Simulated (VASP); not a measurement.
Runs of VASP 6.6.1 on BN. The structure is that of space group Fm-3m (No. 225), or close to it. The cells are those of the table. 

| cell | k mesh | cutoff (eV) | smearing | gap on the mesh (eV) | pressure (GPa) |
| --- | --- | --- | --- | --- | --- |
| a = 2.533 Å, angles 60.0°, 2 atoms | 14 × 14 × 14 | 600 | gaussian 0.02 eV | 0.69 | -22.5 |
| a = 2.533 Å, angles 60.0°, 2 atoms | 8 × 8 × 8 | 600 | gaussian 0.1 eV | (b) | -22.6 |
| a = 2.613 Å, angles 60.0°, 2 atoms | 8 × 8 × 8 | 600 | gaussian 0.1 eV | 0.14 | (a) |
| a = 2.613 Å, angles 60.0°, 2 atoms | 16 × 16 × 16 | 520 | gaussian 0.01 eV | 0.08 | -44.4 |

Alike in all rows: task single point; level PBE; potentials or basis VASP PAW PBE potentials, release 64 (B, N); no spin polarisation.

Q: Fill in the values left out.

A: (a) -44.3; (b) 0.77.

A k mesh can miss the band edges.
